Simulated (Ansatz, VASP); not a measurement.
**Two plane-wave programs on Hf2TaN4**

The input INCAR:

```
SYSTEM = Hf2TaN4
PREC     = Accurate       ! precision mode
ENCUT    = 600            ! plane-wave cutoff, eV
EDIFF    = 1E-7           ! SCF threshold, eV
ISMEAR   = 0              ! smearing method
SIGMA    = 0.15           ! smearing width, eV
LREAL    = .False.        ! projectors in reciprocal space
LASPH    = .True.         ! aspherical terms in the spheres
NELM     = 100            ! most SCF steps
ALGO     = Normal         ! electronic algorithm
ISIF     = 3              ! what is computed and relaxed
LWAVE    = .False.        ! write WAVECAR
LCHARG   = .False.        ! write CHGCAR
GGA      = PE             ! functional
IBRION   = 2              ! ionic algorithm
NSW      = 36             ! ionic steps
EDIFFG   = -0.08          ! ionic threshold
```

The input KPOINTS:

```
regular mesh
0
Gamma
  4 2 3
  0 0 0
```

The input POSCAR:

```
Hf2TaN4
1.0
    3.2444544400      0.0000000000      0.0000000000
   -0.0100037400      5.5592918100      0.0000000000
   -1.6064827000     -1.3425630500      5.1941025600
Hf Ta N
2 1 4
Direct
    0.7685278100      0.7641999100      0.5375885400
    0.2314721900      0.2358000900      0.4624114600
    0.0000000000      0.5000000000      0.0000000000
    0.8480338500      0.1509443800      0.6968292000
    0.3711528500      0.6068188000      0.7421265200
    0.1519661500      0.8490556200      0.3031708000
    0.6288471500      0.3931812000      0.2578734800
```

Input for Ansatz:

```yaml
crystal:
  lattice:
    - [3.24445444, 0.0, 0.0]
    - [-0.01000374, 5.55929181, 0.0]
    - [-1.6064827, -1.34256305, 5.19410256]
  atoms:
    - { symbol: Hf, position: [0.76852781, 0.76419991, 0.53758854] }
    - { symbol: Hf, position: [0.23147219, 0.23580009, 0.46241146] }
    - { symbol: Ta, position: [0.0, 0.5, 0.0] }
    - { symbol: "N", position: [0.84803385, 0.15094438, 0.6968292] }
    - { symbol: "N", position: [0.37115285, 0.6068188, 0.74212652] }
    - { symbol: "N", position: [0.15196615, 0.84905562, 0.3031708] }
    - { symbol: "N", position: [0.62884715, 0.3931812, 0.25787348] }
basis:
  ecutwfc: 420
kpoints:
  mp_grid: { grid: [4, 2, 3] }
hamiltonian:
  xc: pbe
scf:
  occupations: { method: gaussian, width: 0.15 }
  lower_state_search: "off"
output:
  forces: true
  stress: true
  eigenvalues: true
relax:
  adjacent_minimum: "off"
  f_tol: 0.08
  max_steps: 16
  cell: { stress_tol: 0.8 }
```

Change from the starting cell: species swapped into the MgV2O4 type (P-1, No. 2).

Alike in both runs: task relaxation of cell and atoms; functional PBE; k mesh 4 × 2 × 3; occupations gaussian, width 0.15 eV; no spin polarisation.

|  | VASP | Ansatz |
| --- | --- | --- |
| version | VASP 6.6.1 | Ansatz 0.2.0 |
| potentials or method | VASP PAW PBE potentials, release 64 (Hf_pv, Ta_pv, N), cutoff 600 eV | scalar-relativistic, plane waves, PAW |
| valence electrons in the cell | 51 | 85 |

```tsv
	VASP	Ansatz	Ansatz less VASP
gap on the k mesh at the Fermi level, each at its own relaxed structure (eV)	none	none	-
relaxed volume (Å³/atom)	12.53	12.60	+0.067
relaxed length of the cell vector where the two differ most in proportion (Å)	5.363	5.375	+0.0122
```

A gap of «none» marks a metal or a gap that the smearing closes. VASP's potentials hold 51 valence electrons a cell and Ansatz's 85, so a difference there can come from the potentials and not from the codes.

The k mesh is coarse, so the values compare programs but aren't converged. Neither program's run includes spin-orbit coupling.
